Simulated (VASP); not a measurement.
Crystal: TaN.

```
CELL_PARAMETERS angstrom
0.00000 2.17900 2.17900
2.17900 0.00000 2.17900
2.17900 2.17900 0.00000
ATOMIC_POSITIONS crystal
Ta 0.50000 0.50000 0.50000
N 0.00000 0.00000 0.00000
```

Base run:

* Program: VASP 6.6.1
* Functional: PBEsol
* Potentials or basis: VASP PAW PBE potentials, release 64 (Ta_pv, N)
* Cutoff: 520 eV
* k mesh: 9 × 9 × 9
* Occupations: fermi-dirac, width 0.02 eV
* Spin: no spin polarisation

Its results: band gap on the k mesh zero (band 8 reaches 11.31 eV, above the bottom of band 9 at 7.48 eV); pressure 5.4 GPa.

Q: After a change of settings the same cell gave: band gap on the k mesh zero (band 8 reaches 11.47 eV, above the bottom of band 9 at 7.67 eV); pressure 15.4 GPa. Which change was it?
A. functional from PBEsol to PBE
B. functional from PBEsol to LDA; potentials or basis from VASP PAW PBE potentials, release 64 (Ta_pv, N) to VASP PAW LDA potentials, release 64 (Ta_pv, N)
C. further incar settings from ALGO = Normal; EDIFF = 1e-06; NBANDS = 15 to ALGO = Normal; EDIFF = 1e-08; NBANDS = 15

A: A.

PBE binds less tightly than PBEsol, so the same cell stands under more pressure.

Caveats: spin-orbit coupling is left out, which moves the levels of the heavy elements; the PAW data sets were made with another functional, which shifts forces and pressure a little (some runs).
